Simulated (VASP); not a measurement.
Here is a VASP 6.6.1 calculation.

The input INCAR:

```
SYSTEM = Se
PREC = Accurate
ENCUT = 520
EDIFF = 1E-7
ISMEAR = -1
SIGMA = 0.02
LREAL = .False.
LASPH = .True.
NELM = 80
ALGO = Normal
ISIF = 2
LWAVE = .False.
LCHARG = .False.
GGA = PE
NBANDS = 16
```

The input KPOINTS:

```
Automatic mesh
0
Gamma
  12 12 6
  0 0 0
```

Contents of POSCAR:

```
Se
1.0
    4.0484051602      0.0000000000      0.0000000000
   -2.0242025801      3.7175503272      0.0000000000
    0.0000000000      0.0000000000      5.0408504852
Se
3
Direct
    0.2420362342      0.0000000000      0.3333333333
   -0.0056251418      0.2307859505      0.6685185588
    0.7635889076      0.7692140495     -0.0018518922
```

Potentials or basis: VASP PAW PBE potentials, release 64 (Se).

Command:

```sh
$ cat potpaw_PBE.64/Se/POTCAR > POTCAR
$ mpirun -np 1 vasp_std > vasp.out
```

**Question.** Predict the band gap on the k mesh.

**Answer.** 0.71 eV (least direct gap 0.75 eV).

**Question.** Estimate the largest force.

**Answer.** 0.358 eV/Å.

**Question.** What does it give for the pressure?

**Answer.** 3.7 GPa.

Stress tensor (GPa, compression positive):
```
3.87 0.00 0.00
0.00 2.81 0.52
0.00 0.52 4.52
```

Caveat: the cell differs from its parent crystal (uniaxial x strain -5.7%); the cell stands under pressure. A k mesh can miss the band edges.
